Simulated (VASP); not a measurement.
# NaCa18 in VASP: single point with PBE+D3(BJ)

Aim: the single point of NaCa18 with PBE+D3(BJ).

Program: VASP 6.6.1. These are calculated values, not measurements. Logs are shortened: lines on timing, memory, paths and dates and some standing lists are left out, and cuts for length are marked.

**1. The cell of the first run**

The cell holds a slab with vacuum, 19 atoms: a = 7.891 Å, b = 11.837 Å, c = 18.443 Å, α = 90.00°, β = 90.00°, γ = 60.00°.

**2. Single point, PBE+D3(BJ)**

File INCAR:

```
SYSTEM = NaCa18
ALGO = Normal ; EDIFF = 1E-6
ENCUT = 520 ; GGA = PE
ISIF = 2 ; ISMEAR = 0
IVDW = 12 ; LASPH = .True.
LCHARG = .False. ; LREAL = Auto
LWAVE = .False. ; NBANDS = 108
NELM = 80 ; PREC = Accurate
SIGMA = 0.15
```

File KPOINTS:

```
k-points
0
Gamma
  3 2 1
  0 0 0
```

File POSCAR:

```
NaCa18
1.0
    7.8913120000      0.0000000000      0.0000000000
    5.9184840000     10.2511150000      0.0000000000
    0.0000000000      0.0000000000     18.4432290000
Ca Na
18 1
Direct
    0.1666666504      0.1111111328      0.0542203862
    0.6666666504      0.1111111328      0.0542203862
    0.1666666748      0.4444444336      0.0542203862
    0.6666666748      0.4444444336      0.0542203862
    0.1666666260      0.7777778320      0.0542203862
    0.6666666260      0.7777778320      0.0542203862
   -0.1621246403      0.2194038405      0.2198585183
    0.3342692614      0.2209498186      0.2160869444
   -0.1650711653      0.5527253377      0.2201034862
    0.3332194389      0.5536893304      0.2172956807
   -0.1671235490      0.8886057761      0.2187871224
    0.3307326498      0.8876616836      0.2187589277
   -0.0119226551      0.0020303157      0.3901163945
    0.4972044034     -0.0014838386      0.3784591624
    0.0118100075      0.3264054691      0.3887796437
    0.5002486397      0.3300096624      0.3799054385
    0.0009125795      0.6639380204      0.3836766328
    0.4994269939      0.6639792842      0.3822089939
    0.4507633621      0.1749748198      0.5429334527
```

Potentials or basis: VASP PAW PBE potentials, release 64 (Ca_sv, Na_pv).

The run is started by

```sh
> cat potpaw_PBE.64/Ca_sv/POTCAR potpaw_PBE.64/Na_pv/POTCAR > POTCAR
> mpirun -np 1 vasp_std > vasp.out
```

OUTCAR:

```text
SYSTEM = NaCa18
   EDIFF = 1E-6
   ENCUT = 520
   GGA = PE
   ISIF = 2
   ISMEAR = 0
   IVDW = 12
   LASPH = .True.
   LREAL = Auto
   NELM = 80
   PREC = Accurate
 IVDW          = 12

 ion  position               nearest neighbor table
   1  0.167  0.111  0.054-
   2  0.667  0.111  0.054-
   3  0.167  0.444  0.054-
   4  0.667  0.444  0.054-
   5  0.167  0.778  0.054-
   6  0.667  0.778  0.054-
[... 11 lines left out ...]
  18  0.499  0.664  0.382-
  19  0.451  0.175  0.543-

  LATTYP: Found a simple monoclinic cell.
 ALAT       =     7.8913120000
 B/A-ratio  =     2.3371562295
 C/A-ratio  =     1.3228756566
 COS(beta)  =    -0.1889822364

  Lattice vectors:

 A1 = (   7.8913120000,   0.0000000000,   0.0000000000)
 A2 = (   0.0000000000,   0.0000000000, -18.4432290000)
 A3 = (  -1.9728280000,  10.2511150000,   0.0000000000)

Analysis of symmetry for initial positions (statically):
=====================================================================
 Subroutine PRICEL returns:
 Original cell was already a primitive cell.

 Routine SETGRP: Setting up the symmetry group for a
 simple monoclinic supercell.

 Subroutine GETGRP returns: Found  1 space group operations
 (whereof  1 operations were pure point group operations)
 out of a pool of  4 trial point group operations.

The static configuration has the point symmetry C_1 .

Analysis of symmetry for dynamics (positions and initial velocities):
=====================================================================
 Subroutine PRICEL returns:
 Original cell was already a primitive cell.

 Routine SETGRP: Setting up the symmetry group for a
 simple monoclinic supercell.

 Subroutine GETGRP returns: Found  1 space group operations
 (whereof  1 operations were pure point group operations)
 out of a pool of  4 trial point group operations.

The dynamic configuration has the point symmetry C_1 .

 Subroutine INISYM returns: Found  1 space group operations
 (whereof  1 operations are pure point group operations),
 and found     1 'primitive' translations

----------------------------------------------------------------------------------------

                                     Primitive cell

  volume of cell :    1491.9603

  direct lattice vectors                    reciprocal lattice vectors
     7.891312000  0.000000000  0.000000000     0.126721640 -0.073162773  0.000000000
     5.918484000 10.251115000  0.000000000     0.000000000  0.097550364  0.000000000
     0.000000000  0.000000000 18.443229000     0.000000000  0.000000000  0.054220440

  length of vectors
     7.891312000 11.836968007 18.443229000     0.146325546  0.097550364  0.054220440

  position of ions in fractional coordinates (direct lattice)
     0.166666650  0.111111133  0.054220386
     0.666666650  0.111111133  0.054220386
     0.166666675  0.444444434  0.054220386
     0.666666675  0.444444434  0.054220386
     0.166666626  0.777777832  0.054220386
     0.666666626  0.777777832  0.054220386
[... 11 lines left out ...]
     0.499426994  0.663979284  0.382208994
     0.450763362  0.174974820  0.542933453

  ion indices of the primitive-cell ions
   primitive index   ion index
                 1           1
                 2           2
                 3           3
                 4           4
                 5           5
                 6           6
[... 11 lines left out ...]
                18          18
                19          19

----------------------------------------------------------------------------------------

 KPOINTS: k-points

Automatic generation of k-mesh.
 Grid dimensions read from file:
 generate k-points for:    3    2    1

 Generating k-lattice:

  Cartesian coordinates                     Fractional coordinates (reciprocal lattice)
     0.042240547 -0.024387591  0.000000000     0.333333333  0.000000000  0.000000000
     0.000000000  0.048775182  0.000000000     0.000000000  0.500000000  0.000000000
     0.000000000  0.000000000  0.054220440     0.000000000  0.000000000  1.000000000

  Length of vectors
     0.048775182  0.048775182  0.054220440

  Shift w.r.t. Gamma in fractional coordinates (k-lattice)
     0.000000000  0.000000000  0.000000000

 -----------------------------------------------------------------------------
|                                                                             |
|           W    W    AA    RRRRR   N    N  II  N    N   GGGG   !!!           |
|           W    W   A  A   R    R  NN   N  II  NN   N  G    G  !!!           |
|           W    W  A    A  R    R  N N  N  II  N N  N  G       !!!           |
|           W WW W  AAAAAA  RRRRR   N  N N  II  N  N N  G  GGG   !            |
|           WW  WW  A    A  R   R   N   NN  II  N   NN  G    G                |
|           W    W  A    A  R    R  N    N  II  N    N   GGGG   !!!           |
|                                                                             |
|     Your reciprocal lattice and k-lattice belong to different lattice       |
|     classes:                                                                |
|                                                                             |
|        The reciprocal lattice is simple monoclinic,                         |
|        whereas your k-lattice is hexagonal.                                 |
|                                                                             |
|     Results are often still useful ...                                      |
|                                                                             |
 -----------------------------------------------------------------------------

 Subroutine IBZKPT returns following result:
 ===========================================

 Found      4 irreducible k-points:

 Following reciprocal coordinates:
            Coordinates               Weight
  0.000000  0.000000  0.000000      1.000000
  0.333333  0.000000  0.000000      2.000000
  0.000000  0.500000  0.000000      1.000000
  0.333333  0.500000  0.000000      2.000000
   k-points           NKPTS =      4   k-points in BZ     NKDIM =      4   number of bands    NBANDS=    108
   number of dos      NEDOS =    301   number of ions     NIONS =     19
   total plane-waves  NPLWV = 756000
   dimension x,y,z NGX =    60 NGY =   90 NGZ =  140
   dimension x,y,z NGXF=   120 NGYF=  180 NGZF=  280
   ions per type =              18   1
   NGX,Y,Z   is equivalent  to a cutoff of  12.64, 12.64, 12.62 a.u.
   NGXF,Y,Z  is equivalent  to a cutoff of  25.28, 25.28, 25.24 a.u.
 SYSTEM =  NaCa18
   PREC   = accura    normal or accurate (medium, high low for compatibility)
   ISTART =      0    job   : 0-new  1-cont  2-samecut
   ICHARG =      2    charge: 1-file 2-atom 10-const
   ISPIN  =      1    spin polarized calculation?
   LNONCOLLINEAR =      F non collinear calculations
   LSORBIT =      F    spin-orbit coupling
   LASPH  =      T    aspherical Exc in radial PAW
   ENCUT  =  520.0 eV  38.22 Ry    6.18 a.u.  14.67 22.01 34.29*2*pi/ulx,y,z
   NELM   =     80;   NELMIN=  2; NELMDL= -5     # of ELM steps
   EDIFF  = 0.1E-05   stopping-criterion for ELM
   LREAL  =      T    real-space projection
   EDIFFG = 0.1E-04   stopping-criterion for IOM
   NSW    =      0    number of steps for IOM
   IBRION =     -1    ionic relax: 0-MD 1-quasi-New 2-CG
   NFREE  =      0    steps in history (QN), initial steepest desc. (CG)
   ISIF   =      2    stress and relaxation
   ISYM   =      2    0-nonsym 1-usesym 2-fastsym
   POTIM  = 0.5000    time-step for ionic-motion
   TEBEG  =    0.0;   TEEND  =   0.0 temperature during run
   PSTRESS=    0.0 pullay stress
   NELECT =     187.0000    total number of electrons
   NUPDOWN=      -1.0000    fix difference up-down
   EMIN   =  10.00;   EMAX   =-10.00  energy-range for DOS
   EFERMI =   0.00;   METHOD = LEGACY
   ISMEAR =     0;   SIGMA  =   0.15  broadening in eV -4-tet -1-fermi 0-gaus
   EFERMI_NEDOS =   21; number of points for ismear=-14 and -15
   IALGO  =     38    algorithm
   IMIX   =      4    mixing-type and parameters
     AMIX     =   0.40;   BMIX     =  1.00
     AMIX_MAG =   1.60;   BMIX_MAG =  1.00
  volume/ion in A,a.u.               =      78.52       529.91
  Fermi-wavevector in a.u.,A,eV,Ry     =   0.819287  1.548229  9.132664  0.671232
  Thomas-Fermi vector in A             =   1.930065
   LORBIT       =      0    0 simple, 1 ext, 2 COOP (PROOUT), +10 PAW based schemes
   GGA     = PE    functional components
   LHFCALC =     F    Hartree Fock is set to
   AEXX    =    0.0000 exact exchange contribution
   IVDW    =    12    specifies the selected vdW correction
   LEPSILON=     F    determine dielectric tensor
   LRPA    =     F    only Hartree local field effects (RPA)
 non-spin polarized calculation
 Gauss-broadening in eV      SIGMA  =   0.15
  energy-cutoff  :      520.00
  volume of cell :     1491.96
 maximum number of plane-waves:     40201
 NGX is ok and might be reduce to    60
   NGX = 29   NGY = 45   NGZ = 69

 number of electron     186.9999994 magnetization

 Free energy of the ion-electron system (eV)
  ---------------------------------------------------
  ext. energy  EPLUGINS =         0.00000000
  ---------------------------------------------------
  free energy    TOTEN  =       -31.46457720 eV

  energy without entropy =      -31.14847411  energy(sigma->0) =      -31.30652565

 E-fermi :  -0.1336     XC(G=0):  -4.9440

 val. band max:       -0.1529286215   @ k =   0.0000   0.5000   0.0000
 cond. band min:      -0.1187988816   @ k =   0.0000   0.5000   0.0000
 fundamental gap:      0.0341297399
 Fermi energy:        -0.1335688536

 k-point     1 :       0.0000    0.0000    0.0000
  band No.  band energies     occupation
      1     -42.6252      2.00000
      2     -42.6096      2.00000
      3     -42.6069      2.00000
      4     -42.5825      2.00000
      5     -42.5675      2.00000
      6     -42.5645      2.00000
[... 97 lines left out ...]
    104       0.4333      0.00000
    105       0.4822      0.00000

 k-point     2 :       0.3333    0.0000    0.0000
  band No.  band energies     occupation
      1     -42.6250      2.00000
      2     -42.6099      2.00000
      3     -42.6069      2.00000
      4     -42.5822      2.00000
      5     -42.5669      2.00000
      6     -42.5655      2.00000
[... 97 lines left out ...]
    104       0.4623      0.00000
    105       0.4841      0.00000

 k-point     3 :       0.0000    0.5000    0.0000
  band No.  band energies     occupation
      1     -42.6252      2.00000
      2     -42.6096      2.00000
      3     -42.6069      2.00000
      4     -42.5824      2.00000
      5     -42.5665      2.00000
      6     -42.5663      2.00000
[... 97 lines left out ...]
    104       0.3733      0.00000
    105       0.4529      0.00000

 k-point     4 :       0.3333    0.5000    0.0000
  band No.  band energies     occupation
      1     -42.6250      2.00000
      2     -42.6098      2.00000
      3     -42.6069      2.00000
      4     -42.5822      2.00000
      5     -42.5673      2.00000
      6     -42.5648      2.00000
[... 97 lines left out ...]
    104       0.4704      0.00000
    105       0.4752      0.00000
 [bands above 105 left out]

------------------------ aborting loop because EDIFF is reached ----------------------------------------

 Edisp (eV)   -3.23372

 E8    (eV) :    -1.6809

  FORCE on cell =-STRESS in cart. coord.  units (eV):
  Direction    XX          YY          ZZ          XY          YZ          ZX
  --------------------------------------------------------------------------------------
  -------------------------------------------------------------------------------------
  Total      -4.27972    -4.07396     0.04669     0.32471     0.20810     0.02143
  in kB      -4.59588    -4.37492     0.05014     0.34870     0.22347     0.02301
  external pressure =       -2.97 kB  Pullay stress =        0.00 kB

 VOLUME and BASIS-vectors are now :
 -----------------------------------------------------------------------------
  energy-cutoff  :      520.00
  volume of cell :     1491.96
      direct lattice vectors                 reciprocal lattice vectors
     7.891312000  0.000000000  0.000000000     0.126721640 -0.073162773  0.000000000
     5.918484000 10.251115000  0.000000000     0.000000000  0.097550364  0.000000000
     0.000000000  0.000000000 18.443229000     0.000000000  0.000000000  0.054220440

 POSITION                                       TOTAL-FORCE (eV/Angst)
 -----------------------------------------------------------------------------------
      1.97283      1.13901      1.00000         0.000009     -0.012300     -0.032196
      5.91848      1.13901      1.00000         0.011747     -0.000465     -0.037850
      3.94566      4.55605      1.00000        -0.008119     -0.002369     -0.039612
      7.89131      4.55605      1.00000        -0.000258     -0.031784      0.035200
      5.91848      7.97309      1.00000        -0.012483      0.006090      0.012603
      9.86414      7.97309      1.00000         0.002199      0.012322      0.043190
[... 11 lines left out ...]
      7.87088      6.80653      7.04917         0.003010      0.003786      0.008569
      4.59270      1.79369     10.01345        -0.009462      0.018602      0.010739
 -----------------------------------------------------------------------------------
    total drift:                                0.000972      0.000500      0.001733

  FREE ENERGIE OF THE ION-ELECTRON SYSTEM (eV)
  ---------------------------------------------------
  free  energy   TOTEN  =       -34.6982942580 eV

  energy  without entropy=      -34.3821911718  energy(sigma->0) =      -34.54024271
```

Run time: 31 min. Hardware: 1 thread of Intel Xeon 6975P-C, shared host; peak memory 1.5 GiB.

Results:

- Free energy: -34.6983 eV
- Largest force: 0.047 eV/Å
- Dispersion energy per atom: -0.170 eV

Forces on the atoms (eV/Å):
```
Ca   0.000 -0.012 -0.032
Ca   0.012  0.000 -0.038
Ca  -0.008 -0.002 -0.040
Ca   0.000 -0.032  0.035
Ca  -0.012  0.006  0.013
Ca   0.002  0.012  0.043
Ca  -0.002 -0.006  0.003
Ca  -0.002  0.013 -0.014
Ca   0.003 -0.002  0.000
Ca  -0.002  0.002  0.003
Ca   0.013 -0.003 -0.006
Ca  -0.013  0.001 -0.007
Ca   0.011 -0.002 -0.006
Ca   0.000 -0.005  0.015
Ca   0.003  0.003  0.001
Ca   0.005  0.005  0.001
Ca  -0.003  0.000  0.009
Ca   0.003  0.004  0.009
Na  -0.009  0.019  0.011
```

Levels at points of the mesh, in eV from the Fermi level:
| k point | band 91 | band 92 | band 93 | band 94 | band 95 | band 96 | band 97 | band 98 |
| --- | --- | --- | --- | --- | --- | --- | --- | --- |
| (0.00, 0.00, 0.00) | -0.47 | -0.23 | -0.03 | -0.03 | 0.02 | 0.15 | 0.17 | 0.22 |
| (0.00, 0.50, 0.00) | -0.55 | -0.30 | -0.03 | -0.02 | 0.01 | 0.03 | 0.09 | 0.16 |
